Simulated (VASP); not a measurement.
# ZrS (Fm-3m) in VASP: a series of runs

ZrS is run at these levels: PBEsol; tasks: single point, relaxation of cell and atoms.

Program: VASP 6.6.1. These are calculated values, not measurements. Logs are shortened: lines on timing, memory, paths and dates and some standing lists are left out, and cuts for length are marked.

### Step 1. The cell of the first run

Symmetry: Fm-3m, No. 225, cubic system. The conventional cell has a = 4.769 Å, b = 4.769 Å, c = 4.769 Å, α = 90.00°, β = 90.00°, γ = 90.00°. Within 3.1 Å of Zr (site symmetry m-3m) lie 6 S at 2.38 Å. S (site symmetry m-3m) has 6 Zr at 2.38 Å within 3.1 Å.

### Step 2. Single point, PBEsol

Contents of INCAR:

```
ALGO = Normal
EDIFF = 1E-6
ENCUT = 520
GGA = PS
ISIF = 2
ISMEAR = 0
LASPH = True
LCHARG = False
LREAL = False
LWAVE = False
NBANDS = 16
NELM = 80
PREC = Accurate
SIGMA = 0.1
```

Contents of KPOINTS:

```
k-points
0
Gamma
  16 16 16
```

Contents of POSCAR:

```
ZrS
1.0
    0.0000000000      2.3842993667      2.3842993667
    2.3842993667      0.0000000000      2.3842993667
    2.3842993667      2.3842993667      0.0000000000
Zr S
1 1
Direct
    0.0000000000      0.0000000000      0.0000000000
    0.5000000000      0.5000000000      0.5000000000
```

Potentials or basis: VASP PAW PBE potentials, release 64 (Zr_sv, S).

Launch:

```bash
$ cat potpaw_PBE.64/Zr_sv/POTCAR potpaw_PBE.64/S/POTCAR > POTCAR
$ mpirun -np 1 vasp_std > vasp.out
```

OUTCAR:

```text
EDIFF = 1E-6
   ENCUT = 520
   GGA = PS
   ISIF = 2
   ISMEAR = 0
   LASPH = True
   LREAL = False
   NELM = 80
   PREC = Accurate

 ion  position               nearest neighbor table
   1  0.000  0.000  0.000-   2 2.38   2 2.38   2 2.38   2 2.38   2 2.38   2 2.38
   2  0.500  0.500  0.500-   1 2.38   1 2.38   1 2.38   1 2.38   1 2.38   1 2.38

  LATTYP: Found a face centered cubic cell.
 ALAT       =     4.7685987334

  Lattice vectors:

 A1 = (   0.0000000000,   2.3842993667,   2.3842993667)
 A2 = (   2.3842993667,   0.0000000000,   2.3842993667)
 A3 = (   2.3842993667,   2.3842993667,   0.0000000000)

Analysis of symmetry for initial positions (statically):
=====================================================================
 Subroutine PRICEL returns:
 Original cell was already a primitive cell.

 Routine SETGRP: Setting up the symmetry group for a
 face centered cubic supercell.

 Subroutine GETGRP returns: Found 48 space group operations
 (whereof 48 operations were pure point group operations)
 out of a pool of 48 trial point group operations.

The static configuration has the point symmetry O_h .

Analysis of symmetry for dynamics (positions and initial velocities):
=====================================================================
 Subroutine PRICEL returns:
 Original cell was already a primitive cell.

 Routine SETGRP: Setting up the symmetry group for a
 face centered cubic supercell.

 Subroutine GETGRP returns: Found 48 space group operations
 (whereof 48 operations were pure point group operations)
 out of a pool of 48 trial point group operations.

The dynamic configuration has the point symmetry O_h .

 Subroutine INISYM returns: Found 48 space group operations
 (whereof 48 operations are pure point group operations),
 and found     1 'primitive' translations

----------------------------------------------------------------------------------------

                                     Primitive cell

  volume of cell :      27.1089

  direct lattice vectors                    reciprocal lattice vectors
     0.000000000  2.384299367  2.384299367    -0.209705210  0.209705210  0.209705210
     2.384299367  0.000000000  2.384299367     0.209705210 -0.209705210  0.209705210
     2.384299367  2.384299367  0.000000000     0.209705210  0.209705210 -0.209705210

  length of vectors
     3.371908501  3.371908501  3.371908501     0.363220079  0.363220079  0.363220079

  position of ions in fractional coordinates (direct lattice)
     0.000000000  0.000000000  0.000000000
     0.500000000  0.500000000  0.500000000

  ion indices of the primitive-cell ions
   primitive index   ion index
                 1           1
                 2           2

----------------------------------------------------------------------------------------

 KPOINTS: k-points

Automatic generation of k-mesh.
 Grid dimensions read from file:
 generate k-points for:   16   16   16

 Generating k-lattice:

  Cartesian coordinates                     Fractional coordinates (reciprocal lattice)
    -0.013106576  0.013106576  0.013106576     0.062500000  0.000000000  0.000000000
     0.013106576 -0.013106576  0.013106576     0.000000000  0.062500000  0.000000000
     0.013106576  0.013106576 -0.013106576     0.000000000  0.000000000  0.062500000

  Length of vectors
     0.022701255  0.022701255  0.022701255

  Shift w.r.t. Gamma in fractional coordinates (k-lattice)
     0.000000000  0.000000000  0.000000000

 Subroutine IBZKPT returns following result:
 ===========================================

 Found    145 irreducible k-points:

 Following reciprocal coordinates:
            Coordinates               Weight
  0.000000  0.000000  0.000000      1.000000
  0.062500  0.000000  0.000000      8.000000
  0.125000  0.000000  0.000000      8.000000
  0.187500  0.000000  0.000000      8.000000
  0.250000  0.000000  0.000000      8.000000
  0.312500  0.000000  0.000000      8.000000
[... 16 lines left out ...]
 -0.125000  0.062500  0.000000     24.000000
 -0.062500  0.062500  0.000000     12.000000
 [... further k-points ...]
   k-points           NKPTS =    145   k-points in BZ     NKDIM =    145   number of bands    NBANDS=     16
   number of dos      NEDOS =    301   number of ions     NIONS =      2
   total plane-waves  NPLWV =  21952
   dimension x,y,z NGX =    28 NGY =   28 NGZ =   28
   dimension x,y,z NGXF=    56 NGYF=   56 NGZF=   56
   ions per type =               1   1
   NGX,Y,Z   is equivalent  to a cutoff of  13.80, 13.80, 13.80 a.u.
   NGXF,Y,Z  is equivalent  to a cutoff of  27.61, 27.61, 27.61 a.u.
 SYSTEM =  unknown system
   PREC   = accura    normal or accurate (medium, high low for compatibility)
   ISTART =      0    job   : 0-new  1-cont  2-samecut
   ICHARG =      2    charge: 1-file 2-atom 10-const
   ISPIN  =      1    spin polarized calculation?
   LNONCOLLINEAR =      F non collinear calculations
   LSORBIT =      F    spin-orbit coupling
   LASPH  =      T    aspherical Exc in radial PAW
   ENCUT  =  520.0 eV  38.22 Ry    6.18 a.u.   6.27  6.27  6.27*2*pi/ulx,y,z
   NELM   =     80;   NELMIN=  2; NELMDL= -5     # of ELM steps
   EDIFF  = 0.1E-05   stopping-criterion for ELM
   LREAL  =      F    real-space projection
   EDIFFG = 0.1E-04   stopping-criterion for IOM
   NSW    =      0    number of steps for IOM
   IBRION =     -1    ionic relax: 0-MD 1-quasi-New 2-CG
   NFREE  =      0    steps in history (QN), initial steepest desc. (CG)
   ISIF   =      2    stress and relaxation
   ISYM   =      2    0-nonsym 1-usesym 2-fastsym
   POTIM  = 0.5000    time-step for ionic-motion
   TEBEG  =    0.0;   TEEND  =   0.0 temperature during run
   PSTRESS=    0.0 pullay stress
   NELECT =      18.0000    total number of electrons
   NUPDOWN=      -1.0000    fix difference up-down
   EMIN   =  10.00;   EMAX   =-10.00  energy-range for DOS
   EFERMI =   0.00;   METHOD = LEGACY
   ISMEAR =     0;   SIGMA  =   0.10  broadening in eV -4-tet -1-fermi 0-gaus
   EFERMI_NEDOS =   21; number of points for ismear=-14 and -15
   IALGO  =     38    algorithm
   IMIX   =      4    mixing-type and parameters
     AMIX     =   0.40;   BMIX     =  1.00
     AMIX_MAG =   1.60;   BMIX_MAG =  1.00
  volume/ion in A,a.u.               =      13.55        91.47
  Fermi-wavevector in a.u.,A,eV,Ry     =   1.428219  2.698943 27.753303  2.039810
  Thomas-Fermi vector in A             =   2.548305
   LORBIT       =      0    0 simple, 1 ext, 2 COOP (PROOUT), +10 PAW based schemes
   GGA     = PS    functional components
   LHFCALC =     F    Hartree Fock is set to
   AEXX    =    0.0000 exact exchange contribution
   IVDW    =     0    specifies the selected vdW correction
   LEPSILON=     F    determine dielectric tensor
   LRPA    =     F    only Hartree local field effects (RPA)
 non-spin polarized calculation
 Gauss-broadening in eV      SIGMA  =   0.10
  energy-cutoff  :      520.00
  volume of cell :       27.11
 maximum number of plane-waves:       748
 NGX is ok and might be reduce to    28
   NGX = 13   NGY = 13   NGZ = 13

 number of electron      18.0000001 magnetization

 Free energy of the ion-electron system (eV)
  ---------------------------------------------------
  ext. energy  EPLUGINS =         0.00000000
  ---------------------------------------------------
  free energy    TOTEN  =       -15.38765388 eV

  energy without entropy =      -15.38464739  energy(sigma->0) =      -15.38615064

 E-fermi :  14.5405     XC(G=0): -12.9001

 val. band max:       14.5002282071   @ k =   0.3125   0.1250   0.0625
 cond. band min:      14.5722623599   @ k =   0.3125   0.3125   0.0000
 fundamental gap:      0.0720341528
 Fermi energy:        14.5405284039

 k-point     1 :       0.0000    0.0000    0.0000
  band No.  band energies     occupation
      1     -34.7119      2.00000
      2     -12.6865      2.00000
      3     -12.6865      2.00000
      4     -12.6865      2.00000
      5      -2.5560      2.00000
      6      11.1189      2.00000
[... 8 lines left out ...]
     15      21.6683      0.00000
     16      30.0316      0.00000

 k-point     2 :       0.0625    0.0000    0.0000
  band No.  band energies     occupation
      1     -34.7077      2.00000
      2     -12.7344      2.00000
      3     -12.6898      2.00000
      4     -12.6898      2.00000
      5      -2.4598      2.00000
      6      10.6123      2.00000
[... 8 lines left out ...]
     15      21.9277      0.00000
     16      29.5517      0.00000

 k-point     3 :       0.1250    0.0000    0.0000
  band No.  band energies     occupation
      1     -34.6959      2.00000
      2     -12.8673      2.00000
      3     -12.6990      2.00000
      4     -12.6990      2.00000
      5      -2.1836      2.00000
      6       9.6534      2.00000
[... 8 lines left out ...]
     15      22.6540      0.00000
     16      28.4725      0.00000

 k-point     4 :       0.1875    0.0000    0.0000
  band No.  band energies     occupation
      1     -34.6780      2.00000
      2     -13.0582      2.00000
      3     -12.7128      2.00000
      4     -12.7128      2.00000
      5      -1.7613      2.00000
      6       8.6002      2.00000
[... 8 lines left out ...]
     15      23.6477      0.00000
     16      27.4823      0.00000
[... 324 lines left out ...]
 k-point    22 :      -0.1875    0.0625    0.0000
  band No.  band energies     occupation
      1     -34.6683      2.00000
      2     -13.1365      2.00000
      3     -12.7581      2.00000
      4     -12.7039      2.00000
      5      -1.5445      2.00000
      6       8.0481      2.00000
[... 8 lines left out ...]
     15      24.1128      0.00000
     16      26.1819      0.00000

 k-point    23 :      -0.1250    0.0625    0.0000
  band No.  band energies     occupation
      1     -34.6872      2.00000
      2     -12.9443      2.00000
      3     -12.7360      2.00000
      4     -12.6924      2.00000
      5      -1.9880      2.00000
      6       9.0038      2.00000
[... 8 lines left out ...]
     15      23.1624      0.00000
     16      27.3789      0.00000

 k-point    24 :      -0.0625    0.0625    0.0000
  band No.  band energies     occupation
      1     -34.7010      2.00000
      2     -12.8008      2.00000
      3     -12.7120      2.00000
      4     -12.6875      2.00000
      5      -2.3059      2.00000
      6       9.9180      2.00000
[... 8 lines left out ...]
     15      22.3410      0.00000
     16      28.6798      0.00000

 [... further k-points ...]

------------------------ aborting loop because EDIFF is reached ----------------------------------------

  FORCE on cell =-STRESS in cart. coord.  units (eV):
  Direction    XX          YY          ZZ          XY          YZ          ZX
  --------------------------------------------------------------------------------------
  -------------------------------------------------------------------------------------
  Total       10.2058546     10.2058546     10.2058546     -0.0000000      0.0000000      0.0000000
  in kB      603.1809455    603.1809455    603.1809455     -0.0000000      0.0000000      0.0000000
  external PRESSURE =     603.1809455 kB  Pullay stress =       0.0000000 kB

 VOLUME and BASIS-vectors are now :
 -----------------------------------------------------------------------------
  energy-cutoff  :      520.00
  volume of cell :       27.11
      direct lattice vectors                 reciprocal lattice vectors
     0.000000000  2.384299367  2.384299367    -0.209705210  0.209705210  0.209705210
     2.384299367  0.000000000  2.384299367     0.209705210 -0.209705210  0.209705210
     2.384299367  2.384299367  0.000000000     0.209705210  0.209705210 -0.209705210

 POSITION                                       TOTAL-FORCE (eV/Angst)
 -----------------------------------------------------------------------------------
      0.00000      0.00000      0.00000        -0.000000      0.000000     -0.000000
      2.38430      2.38430      2.38430         0.000000     -0.000000      0.000000
 -----------------------------------------------------------------------------------
    total drift:                                0.000000      0.000000      0.000000

  FREE ENERGIE OF THE ION-ELECTRON SYSTEM (eV)
  ---------------------------------------------------
  free  energy   TOTEN  =       -15.3876538840 eV

  energy  without entropy=      -15.3846473878  energy(sigma->0) =      -15.38615064
```

It took 27 s on 1 thread of Intel Xeon 6975P-C (Granite Rapids), shared host; peak memory 0.19 GiB.

Results:

| Quantity | Value |
| --- | --- |
| Free energy | -15.3877 eV |
| Pressure | 60.3 GPa |
| Band gap on the k mesh | zero (bands 9 and 10 overlap by 4.27 eV) |

Caveat: the cell stands under pressure; the PAW data sets were made with another functional, which shifts forces and pressure a little.

(Continued in part 2 of 2.)
